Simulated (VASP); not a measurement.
# TiCo (Pm-3m) in VASP: further runs

TiCo is run at these levels: r2SCAN; tasks: single point.

Program: VASP 6.6.1. These are calculated values, not measurements. Logs are shortened: lines on timing, memory, paths and dates and some standing lists are left out, and cuts for length are marked.

## Step 1: The cell of the first run

It takes space group Pm-3m (No. 221, cubic). The conventional cell has a = 2.987 Å, b = 2.987 Å, c = 2.987 Å, α = 90.00°, β = 90.00°, γ = 90.00°. Within 3.4 Å of Ti (site symmetry m-3m) lie 8 Co at 2.59 Å and 6 Ti at 2.99 Å. Within 3.4 Å of Co (site symmetry m-3m) lie 8 Ti at 2.59 Å and 6 Co at 2.99 Å.

## Step 2: Single point, r2SCAN, collinear spin, ferromagnetic start

The input, POSCAR:

```
TiCo
1.0
    0.0000000000      2.9874422231      2.9874422231
    2.9874422231      0.0000000000      2.9874422231
    2.9874422231      2.9874422231      0.0000000000
Ti Co
2 2
Direct
    0.0000000000      0.0000000000      0.0000000000
    0.5000000000      0.5000000000      0.5000000000
    0.2500000000      0.2500000000      0.2500000000
    0.7500000000      0.7500000000      0.7500000000
```

The input, INCAR.step1:

```
PREC = Accurate
ENCUT = 520
ISMEAR = 0
SIGMA = 0.05
LREAL = F
LASPH = T
NELM = 150
ISPIN = 2
MAGMOM = 0 0 1.5 1.5
LMAXMIX = 4
NBANDS = 33
GGA = PE
ALGO = Normal
EDIFF = 1E-4
LWAVE = T
LCHARG = F
```

The input, INCAR.step2:

```
PREC = Accurate
ENCUT = 520
EDIFF = 1E-6
ISMEAR = 0
SIGMA = 0.05
LREAL = F
LASPH = T
NELM = 150
ALGO = Normal
ISIF = 2
LWAVE = F
LCHARG = T
ISPIN = 2
MAGMOM = 0 0 1.5 1.5
LORBIT = 11
LMAXMIX = 4
METAGGA = R2SCAN
LMIXTAU = T
LELF = T
LVHAR = T
NBANDS = 33
ISTART = 1
```

The input, KPOINTS:

```
regular mesh
0
Gamma
  10 10 10
```

Potentials or basis: VASP PAW PBE potentials, release 64 (Ti_sv, Co).

Run with:

```
> cat potpaw_PBE.64/Ti_sv/POTCAR potpaw_PBE.64/Co/POTCAR > POTCAR
> cp INCAR.step1 INCAR
> mpirun -np 1 vasp_std > vasp.out
> cp INCAR.step2 INCAR
> mpirun -np 1 vasp_std > vasp.out
```

OUTCAR:

```text
PREC = Accurate
   ENCUT = 520
   EDIFF = 1E-6
   ISMEAR = 0
   LREAL = F
   LASPH = T
   NELM = 150
   ISIF = 2
   ISPIN = 2
   LORBIT = 11
   METAGGA = R2SCAN
   ISTART = 1

 ion  position               nearest neighbor table
   1  0.000  0.000  0.000-   4 2.59   4 2.59   4 2.59   3 2.59   4 2.59   3 2.59   3 2.59   3 2.59

   2  0.500  0.500  0.500-   3 2.59   3 2.59   3 2.59   3 2.59   4 2.59   4 2.59   4 2.59   4 2.59

   3  0.250  0.250  0.250-   1 2.59   1 2.59   1 2.59   1 2.59   2 2.59   2 2.59   2 2.59   2 2.59
                             4 2.99   4 2.99   4 2.99   4 2.99   4 2.99   4 2.99
   4  0.750  0.750  0.750-   2 2.59   2 2.59   2 2.59   1 2.59   2 2.59   1 2.59   1 2.59   1 2.59
                             3 2.99   3 2.99   3 2.99   3 2.99   3 2.99   3 2.99

  LATTYP: Found a face centered cubic cell.
 ALAT       =     5.9748844462

  Lattice vectors:

 A1 = (   0.0000000000,   2.9874422231,   2.9874422231)
 A2 = (   2.9874422231,   0.0000000000,   2.9874422231)
 A3 = (   2.9874422231,   2.9874422231,   0.0000000000)

Analysis of symmetry for initial positions (statically):
=====================================================================
 Subroutine PRICEL returns following result:

  LATTYP: Found a simple cubic cell.
 ALAT       =     2.9874422231
[... 12 lines left out ...]
 Subroutine GETGRP returns: Found 48 space group operations
 (whereof 48 operations were pure point group operations)
 out of a pool of 48 trial point group operations.

The static configuration has the point symmetry O_h .

Analysis of symmetry for dynamics (positions and initial velocities):
=====================================================================
 Subroutine PRICEL returns following result:

  LATTYP: Found a simple cubic cell.
 ALAT       =     2.9874422231
[... 12 lines left out ...]
 Subroutine GETGRP returns: Found 48 space group operations
 (whereof 48 operations were pure point group operations)
 out of a pool of 48 trial point group operations.

The dynamic configuration has the point symmetry O_h .

Analysis of structural, dynamic, and magnetic symmetry:
=====================================================================
 Subroutine PRICEL returns following result:

  LATTYP: Found a simple cubic cell.
 ALAT       =     2.9874422231
[... 12 lines left out ...]
 Subroutine GETGRP returns: Found 48 space group operations
 (whereof 48 operations were pure point group operations)
 out of a pool of 48 trial point group operations.

The overall configuration has the point symmetry O_h .

 Subroutine INISYM returns: Found 48 space group operations
 (whereof 48 operations are pure point group operations),
 and found     2 'primitive' translations

----------------------------------------------------------------------------------------

                                     Primitive cell

  volume of cell :      26.6624

  direct lattice vectors                    reciprocal lattice vectors
    -2.987442223  0.000000000  0.000000000    -0.334734507  0.000000000  0.000000000
     0.000000000  0.000000000  2.987442223     0.000000000  0.000000000  0.334734507
     0.000000000  2.987442223  0.000000000     0.000000000  0.334734507  0.000000000

  length of vectors
     2.987442223  2.987442223  2.987442223     0.334734507  0.334734507  0.334734507

  position of ions in fractional coordinates (direct lattice)
     0.000000000  0.000000000  0.000000000
     0.500000000  0.500000000  0.500000000

  ion indices of the primitive-cell ions
   primitive index   ion index
                 1           1
                 2           3

----------------------------------------------------------------------------------------

 KPOINTS: regular mesh

Automatic generation of k-mesh.
 Grid dimensions read from file:
 generate k-points for:   10   10   10

 Generating k-lattice:

  Cartesian coordinates                     Fractional coordinates (reciprocal lattice)
    -0.016736725  0.016736725  0.016736725     0.100000000  0.000000000  0.000000000
     0.016736725 -0.016736725  0.016736725     0.000000000  0.100000000  0.000000000
     0.016736725  0.016736725 -0.016736725     0.000000000  0.000000000  0.100000000

  Length of vectors
     0.028988859  0.028988859  0.028988859

  Shift w.r.t. Gamma in fractional coordinates (k-lattice)
     0.000000000  0.000000000  0.000000000

 Subroutine IBZKPT returns following result:
 ===========================================

 Found     47 irreducible k-points:

 Following reciprocal coordinates:
            Coordinates               Weight
  0.000000  0.000000  0.000000      1.000000
  0.100000  0.000000  0.000000      8.000000
  0.200000  0.000000  0.000000      8.000000
  0.300000  0.000000  0.000000      8.000000
  0.400000  0.000000  0.000000      8.000000
  0.500000  0.000000  0.000000      4.000000
[... 16 lines left out ...]
  0.300000  0.300000  0.000000      6.000000
  0.400000  0.300000  0.000000     24.000000
 [... further k-points ...]
   k-points           NKPTS =     47   k-points in BZ     NKDIM =     47   number of bands    NBANDS=     33
   number of dos      NEDOS =    301   number of ions     NIONS =      4
   total plane-waves  NPLWV =  32768
   dimension x,y,z NGX =    32 NGY =   32 NGZ =   32
   dimension x,y,z NGXF=    64 NGYF=   64 NGZF=   64
   ions per type =               2   2
   NGX,Y,Z   is equivalent  to a cutoff of  12.59, 12.59, 12.59 a.u.
   NGXF,Y,Z  is equivalent  to a cutoff of  25.18, 25.18, 25.18 a.u.
 SYSTEM =  unknown system
   PREC   = accura    normal or accurate (medium, high low for compatibility)
   ISTART =      1    job   : 0-new  1-cont  2-samecut
   ICHARG =      0    charge: 1-file 2-atom 10-const
   ISPIN  =      2    spin polarized calculation?
   LNONCOLLINEAR =      F non collinear calculations
   LSORBIT =      F    spin-orbit coupling
   LASPH  =      T    aspherical Exc in radial PAW
   ENCUT  =  520.0 eV  38.22 Ry    6.18 a.u.   7.86  7.86  7.86*2*pi/ulx,y,z
   NELM   =    150;   NELMIN=  2; NELMDL=  0     # of ELM steps
   EDIFF  = 0.1E-05   stopping-criterion for ELM
   LREAL  =      F    real-space projection
   EDIFFG = 0.1E-04   stopping-criterion for IOM
   NSW    =      0    number of steps for IOM
   IBRION =     -1    ionic relax: 0-MD 1-quasi-New 2-CG
   NFREE  =      0    steps in history (QN), initial steepest desc. (CG)
   ISIF   =      2    stress and relaxation
   ISYM   =      2    0-nonsym 1-usesym 2-fastsym
   POTIM  = 0.5000    time-step for ionic-motion
   TEBEG  =    0.0;   TEEND  =   0.0 temperature during run
   PSTRESS=    0.0 pullay stress
   NELECT =      42.0000    total number of electrons
   NUPDOWN=      -1.0000    fix difference up-down
   EMIN   =  10.00;   EMAX   =-10.00  energy-range for DOS
   EFERMI =   0.00;   METHOD = LEGACY
   ISMEAR =     0;   SIGMA  =   0.05  broadening in eV -4-tet -1-fermi 0-gaus
   EFERMI_NEDOS =   21; number of points for ismear=-14 and -15
   IALGO  =     38    algorithm
   IMIX   =      4    mixing-type and parameters
     AMIX     =   0.40;   BMIX     =  1.00
     AMIX_MAG =   1.60;   BMIX_MAG =  1.00
  volume/ion in A,a.u.               =      13.33        89.96
  Fermi-wavevector in a.u.,A,eV,Ry     =   1.511872  2.857024 31.099619  2.285758
  Thomas-Fermi vector in A             =   2.621872
   LORBIT       =     11    0 simple, 1 ext, 2 COOP (PROOUT), +10 PAW based schemes
   METAGGA = R2SCAN    functional components
   LHFCALC =     F    Hartree Fock is set to
   AEXX    =    0.0000 exact exchange contribution
   IVDW    =     0    specifies the selected vdW correction
   LEPSILON=     F    determine dielectric tensor
   LRPA    =     F    only Hartree local field effects (RPA)
 spin polarized calculation
 Gauss-broadening in eV      SIGMA  =   0.05
  energy-cutoff  :      520.00
  volume of cell :       53.32
 maximum number of plane-waves:      1459
   NGX = 15   NGY = 15   NGZ = 15

 number of electron      42.0000021 magnetization       1.7476937

 Free energy of the ion-electron system (eV)
  ---------------------------------------------------
  ext. energy  EPLUGINS =         0.00000000
  ---------------------------------------------------
  free energy    TOTEN  =       -54.05131320 eV

  energy without entropy =      -54.04929741  energy(sigma->0) =      -54.05030530

 E-fermi :   9.8976     XC(G=0): -13.6326

 val. band max:        9.8969417920   @ k =  -0.2000   0.3000   0.1000
 cond. band min:       9.9084863990   @ k =  -0.4000   0.5000   0.1000
 fundamental gap:      0.0115446070
 Fermi energy:         9.8976253803

 spin component 1

 k-point     1 :       0.0000    0.0000    0.0000
  band No.  band energies     occupation
      1     -49.4389      1.00000
      2     -49.3487      1.00000
      3     -24.7148      1.00000
      4     -24.7148      1.00000
      5     -24.7148      1.00000
      6     -24.4923      1.00000
[... 853 lines left out ...]
     32      14.6573      0.00000
     33      18.3687      0.00000

 [... further k-points ...]

 spin component 2

 k-point     1 :       0.0000    0.0000    0.0000
  band No.  band energies     occupation
      1     -49.7517      1.00000
      2     -49.6554      1.00000
      3     -25.0322      1.00000
      4     -25.0321      1.00000
      5     -25.0321      1.00000
      6     -24.7943      1.00000
[... 853 lines left out ...]
     32      14.4045      0.00000
     33      18.5908      0.00000

 [... further k-points ...]

------------------------ aborting loop because EDIFF is reached ----------------------------------------

  FORCE on cell =-STRESS in cart. coord.  units (eV):
  Direction    XX          YY          ZZ          XY          YZ          ZX
  --------------------------------------------------------------------------------------
  -------------------------------------------------------------------------------------
  Total        0.1231461      0.1231461      0.1231461      0.0000000      0.0000000     -0.0000000
  in kB        3.7000074      3.7000074      3.7000074      0.0000000      0.0000000     -0.0000000
  external PRESSURE =       3.7000074 kB  Pullay stress =       0.0000000 kB

 VOLUME and BASIS-vectors are now :
 -----------------------------------------------------------------------------
  energy-cutoff  :      520.00
  volume of cell :       53.32
      direct lattice vectors                 reciprocal lattice vectors
     0.000000000  2.987442223  2.987442223    -0.167367254  0.167367254  0.167367254
     2.987442223  0.000000000  2.987442223     0.167367254 -0.167367254  0.167367254
     2.987442223  2.987442223  0.000000000     0.167367254  0.167367254 -0.167367254

 POSITION                                       TOTAL-FORCE (eV/Angst)
 -----------------------------------------------------------------------------------
      0.00000      0.00000      0.00000        -0.000000      0.000000      0.000000
      2.98744      2.98744      2.98744         0.000000     -0.000000     -0.000000
      1.49372      1.49372      1.49372        -0.000000     -0.000000     -0.000000
      4.48116      4.48116      4.48116         0.000000      0.000000      0.000000
 -----------------------------------------------------------------------------------
    total drift:                                0.000000     -0.000000      0.000000

  FREE ENERGIE OF THE ION-ELECTRON SYSTEM (eV)
  ---------------------------------------------------
  free  energy   TOTEN  =       -54.0513131970 eV

  energy  without entropy=      -54.0492974085  energy(sigma->0) =      -54.05030530

 total charge

# of ion       s       p       d       tot
------------------------------------------
    1        2.243   6.197   1.803  10.244
    2        2.243   6.197   1.803  10.244
    3        0.558   0.524   7.239   8.321
    4        0.558   0.524   7.239   8.321
--------------------------------------------------
tot          5.603  13.442  18.084  37.129

 magnetization (x)

# of ion       s       p       d       tot
------------------------------------------
    1       -0.008  -0.040  -0.247  -0.295
    2       -0.008  -0.040  -0.247  -0.295
    3        0.043  -0.033   1.364   1.375
    4        0.043  -0.033   1.364   1.375
--------------------------------------------------
tot          0.070  -0.146   2.236   2.160
```

Run time: 7 min. Hardware: 1 thread of Intel Xeon Platinum 8488C (Sapphire Rapids), shared host; peak memory 0.3 GiB.

Results:

| Quantity | Value |
| --- | --- |
| Free energy | -54.0513 eV |
| Pressure | 0.4 GPa |
| Net moment | 1.75 μB per cell |
| Site moments | Ti -0.29; Co +1.38 μB |
| Valence electrons inside the program's atomic spheres | Ti 10.24; Co 8.32 |

Levels at points of the mesh, in eV from the Fermi level:
Spin up:
```tsv
k point	band 20	band 21	band 22	band 23	band 24	band 25
(0.00, 0.00, 0.00)	-2.07	-2.07	-2.07	0.55	0.55	2.89
(0.50, 0.00, 0.00)	-2.93	0.40	0.40	0.40	0.40	1.79
(0.50, 0.50, 0.00)	-1.28	-1.24	-0.31	0.64	0.64	0.86
```
Spin down:
```tsv
k point	band 18	band 19	band 20	band 21	band 22	band 23
(0.00, 0.00, 0.00)	-1.45	-1.45	-1.45	1.04	1.04	1.56
(0.50, 0.00, 0.00)	-2.01	-2.00	-2.00	1.50	1.50	1.50
(0.50, 0.50, 0.00)	-1.02	-0.92	0.22	0.22	0.68	0.68
```

Caveat: the PAW data sets were made with another functional, which shifts forces and pressure a little.

## Step 3: Single point, r2SCAN, collinear spin, antiferromagnetic start

POSCAR is that of step 2.

INCAR.step1: that of step 2 with these lines changed.

```diff
@@ -8,3 +8,3 @@
 ISPIN = 2
-MAGMOM = 0 0 1.5 1.5
+MAGMOM = 0 0 1.5 -1.5
 LMAXMIX = 4
```

INCAR.step2: that of step 2 with these lines changed.

```diff
@@ -13,3 +13,3 @@
 ISPIN = 2
-MAGMOM = 0 0 1.5 1.5
+MAGMOM = 0 0 1.5 -1.5
 LORBIT = 11
```

KPOINTS is that of step 2.

Potentials or basis: VASP PAW PBE potentials, release 64 (Ti_sv, Co).

Run with:

```
> cat potpaw_PBE.64/Ti_sv/POTCAR potpaw_PBE.64/Co/POTCAR > POTCAR
> cp INCAR.step1 INCAR
> mpirun -np 1 vasp_std > vasp.out
> cp INCAR.step2 INCAR
> mpirun -np 1 vasp_std > vasp.out
```

Wall time 7.7 min (1 thread of Intel Xeon Platinum 8488C (Sapphire Rapids), shared host); peak memory 0.3 GiB.

Results (log left out):

| Quantity | Value |
| --- | --- |
| Free energy | -53.7369 eV |
| Pressure | -1.2 GPa |
| Band gap on the k mesh | zero (filled and empty bands overlap) |
| Net moment | 0.00 μB per cell |
| Site moments | Ti +0.00; Co +1.23, -1.23 μB |
| Valence electrons inside the program's atomic spheres | Ti 10.25; Co 8.33 |

Levels at points of the mesh, in eV from the Fermi level:
Spin up:
```csv
k point,band 18,band 19,band 20,band 21,band 22,band 23,band 24,band 25
"(0.00, 0.00, 0.00)",-1.50,-1.50,-1.50,-0.62,-0.62,1.60,1.60,3.09
"(0.50, 0.00, 0.00)",-2.00,-1.76,-1.76,0.50,0.50,1.68,1.68,1.82
"(0.50, 0.50, 0.00)",-1.23,-0.88,-0.46,0.23,0.61,0.61,0.98,0.98
```
Spin down:
| k point | band 18 | band 19 | band 20 | band 21 | band 22 | band 23 | band 24 | band 25 |
| --- | --- | --- | --- | --- | --- | --- | --- | --- |
| (0.00, 0.00, 0.00) | -1.50 | -1.50 | -1.50 | -0.62 | -0.62 | 1.60 | 1.60 | 3.09 |
| (0.50, 0.00, 0.00) | -2.00 | -1.76 | -1.76 | 0.50 | 0.50 | 1.68 | 1.68 | 1.82 |
| (0.50, 0.50, 0.00) | -1.23 | -0.88 | -0.46 | 0.23 | 0.61 | 0.61 | 0.98 | 0.98 |

Caveat: the PAW data sets were made with another functional, which shifts forces and pressure a little.

## Step 4: Single point, r2SCAN, collinear spin, ferromagnetic start

This run uses another cell than the first one, of the same volume but with other edges.

The input, POSCAR:

```
TiCo
1.0
    0.0000000000      2.9874422231      2.9874422231
    0.0000000000     -2.9874422231      2.9874422231
    2.9874422231      0.0000000000      0.0000000000
Ti Co
2 2
Direct
    0.0000000000      0.0000000000      0.0000000000
    0.5000000000      0.5000000000      0.0000000000
    0.5000000000      0.0000000000      0.5000000000
    1.0000000000      0.5000000000      0.5000000000
```

The input, INCAR.step1:

```
SYSTEM = TiCo
  ALGO = Normal
  EDIFF = 1E-4
  ENCUT = 520
  GGA = PE
  ISMEAR = 0
  ISPIN = 2
  LASPH = .TRUE.
  LCHARG = .FALSE.
  LMAXMIX = 4
  LREAL = .FALSE.
  LWAVE = .TRUE.
  MAGMOM = 0 0 1.5 1.5
  NBANDS = 33
  NELM = 150
  PREC = Accurate
  SIGMA = 0.05
```

The input, INCAR.step2:

```
SYSTEM = TiCo
  ALGO = Normal
  EDIFF = 1E-6
  ENCUT = 520
  ISIF = 2
  ISMEAR = 0
  ISPIN = 2
  ISTART = 1
  LASPH = .TRUE.
  LCHARG = .TRUE.
  LELF = .TRUE.
  LMAXMIX = 4
  LMIXTAU = .TRUE.
  LORBIT = 11
  LREAL = .FALSE.
  LVHAR = .TRUE.
  LWAVE = .FALSE.
  MAGMOM = 0 0 1.5 1.5
  METAGGA = R2SCAN
  NBANDS = 33
  NELM = 150
  PREC = Accurate
  SIGMA = 0.05
```

The input, KPOINTS:

```
k-points
0
G
  8 8 12
  0 0 0
```

Run with:

```
> cat potpaw_PBE.64/Ti_sv/POTCAR potpaw_PBE.64/Co/POTCAR > POTCAR
> cp INCAR.step1 INCAR
> mpirun -np 1 vasp_std > vasp.out
> cp INCAR.step2 INCAR
> mpirun -np 1 vasp_std > vasp.out
```

Wall time 18 min (1 thread of Oxide Virtual Turin-like, shared host); peak memory 0.35 GiB.

The run converged. Its results:

| Item | Value |
| --- | --- |
| Free energy | -54.0454 eV |
| Pressure | 0.5 GPa |
| Net moment | 1.80 μB per cell |
| Site moments | Ti -0.27; Co +1.37 μB |
| Valence electrons inside the program's atomic spheres | Ti 10.24; Co 8.32 |

Stress tensor (GPa, compression positive):
```
1.16 0.00 0.00
0.00 0.11 0.00
0.00 0.00 0.11
```

Levels at points of the mesh, in eV from the Fermi level:
Spin up:
```csv
k point,band 18,band 19,band 20,band 21,band 22,band 23,band 24,band 25,band 26,band 27
"(0.00, 0.00, 0.00)",-2.38,-2.38,-1.30,0.52,0.53,0.63,0.63,1.26,2.54,2.54
"(0.50, 0.00, 0.00)",-2.67,-2.35,-2.35,0.20,0.20,0.61,0.61,0.95,0.95,1.64
"(0.50, 0.50, 0.00)",-2.53,-2.07,-2.07,-1.25,-1.25,-0.34,-0.34,0.84,0.84,0.84
"(0.00, 0.00, 0.50)",-2.37,-2.10,-2.09,-2.09,-2.08,-1.25,-0.33,0.84,0.84,2.49
"(0.50, 0.00, 0.50)",-2.96,-1.61,-1.61,-1.49,-1.49,-0.07,-0.07,1.52,1.52,2.58
"(0.50, 0.50, 0.50)",-2.40,-1.29,-1.29,0.63,0.63,0.63,0.63,1.27,1.27,2.54
```
Spin down:
```tsv
k point	band 17	band 18	band 19	band 20	band 21	band 22	band 23	band 24
(0.00, 0.00, 0.00)	-1.46	-1.46	0.21	0.21	0.97	1.08	1.26	1.55
(0.50, 0.00, 0.00)	-1.59	-1.59	-1.39	-1.39	0.72	0.72	1.17	1.17
(0.50, 0.50, 0.00)	-1.21	-1.21	-1.03	-1.03	-0.91	-0.91	0.67	0.67
(0.00, 0.00, 0.50)	-1.58	-1.58	-1.23	-1.03	-0.92	0.67	0.67	1.01
(0.50, 0.00, 0.50)	-2.03	-2.03	-1.69	-1.69	1.11	1.11	1.18	1.18
(0.50, 0.50, 0.50)	0.21	0.21	0.22	0.22	0.99	0.99	1.07	1.07
```

Caveat: the PAW data sets were made with another functional, which shifts forces and pressure a little.

## Step 5: Summary

| spin | cell | k mesh | gap on the mesh (eV) | pressure (GPa) | moment (μB) |
| --- | --- | --- | --- | --- | --- |
| collinear, ferromagnetic start | a = 4.225 Å, angles 60.0°, 4 atoms | 10 × 10 × 10 | none | 0.4 | 1.75 |
| collinear, antiferromagnetic start | a = 4.225 Å, angles 60.0°, 4 atoms | 10 × 10 × 10 | none | -1.2 | 0.00 |
| collinear, ferromagnetic start | a = 4.225, b = 4.225, c = 2.987 Å, 4 atoms | 8 × 8 × 12 | none | 0.5 | 1.80 |

Alike in all rows: task single point; level r2SCAN; potentials or basis VASP PAW PBE potentials, release 64 (Ti_sv, Co); cutoff (eV) 520; smearing gaussian 0.05 eV.

Caveats: the PAW data sets were made with another functional, which shifts forces and pressure a little.

Total energies depend on the potentials used, so only differences within one code and one set of settings carry meaning.
